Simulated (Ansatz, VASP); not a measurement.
AlRu: VASP beside Ansatz

```
CELL_PARAMETERS angstrom
3.00519 0.00000 0.00000
0.00000 3.00519 0.00000
0.00000 0.00000 3.00519
ATOMIC_POSITIONS crystal
Ru 0.00000 0.00000 0.00000
Al 0.50000 0.50000 0.50000
```

Alike in both runs: functional PBE; k mesh 24 × 24 × 24; occupations gaussian, width 0.3 eV; no spin polarisation.

Ansatz relaxed the structure, and its values are those at the end. VASP's run is a single point on that final structure, the one shown.

|  | VASP | Ansatz |
| --- | --- | --- |
| version | VASP 6.6.1 | Ansatz 0.2.0 |
| potentials or method | VASP PAW PBE potentials, release 64 (Ru_pv, Al) | scalar-relativistic, plane waves, PAW |
| plane-wave cutoff (eV) | 520 | 420 |
| valence electrons in the cell | 17 | 19 |

```csv
,VASP,Ansatz,Ansatz less VASP
gap on the k mesh at the Fermi level (eV),none,none,-
pressure (GPa),0.0,0.0,+0.02
```

A gap of «none» marks a metal or a gap that the smearing closes. VASP's potentials hold 17 valence electrons a cell and Ansatz's 19, so a difference there can come from the potentials and not from the codes.
